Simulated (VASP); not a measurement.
A run of VASP 6.6.1:

File INCAR:

```
PREC = Accurate ; ENCUT = 600
EDIFF = 1E-6 ; ISMEAR = 0
SIGMA = 0.05 ; LREAL = False
LASPH = True ; NELM = 60
ALGO = Normal ; ISIF = 4
LWAVE = False ; LCHARG = False
GGA = PS ; IVDW = 12
IBRION = 2 ; NSW = 60
EDIFFG = -0.01
```

The input KPOINTS:

```
regular mesh
0
Gamma
  8 8 8
```

Contents of POSCAR:

```
ZrB2
1.0
    3.1731160873      0.0000000000      0.0000000000
   -1.5865580437      2.7479991408      0.0000000000
    0.0000000000      0.0000000000      3.5176681927
Zr B
1 2
Direct
    0.0000000000      0.0000000000      0.0000000000
    0.3333333333      0.6666666667      0.5000000000
    0.6666666667      0.3333333333      0.5000000000
```

Potentials or basis: VASP PAW PBE potentials, release 64 (Zr_sv, B).

The run is started by

```bash
$ cat potpaw_PBE.64/Zr_sv/POTCAR potpaw_PBE.64/B/POTCAR > POTCAR
$ mpirun -np 1 vasp_std > vasp.out
```

Hardware: 1 thread of Intel Xeon 8259CL, with other jobs on the host.

Task: How long does it take, and how much memory?

Result: It took 71 s on 1 thread of Intel Xeon 8259CL, on a shared host, peak memory 0.18 GiB. Counts: scf iterations 16, k points 50, ion steps 2.
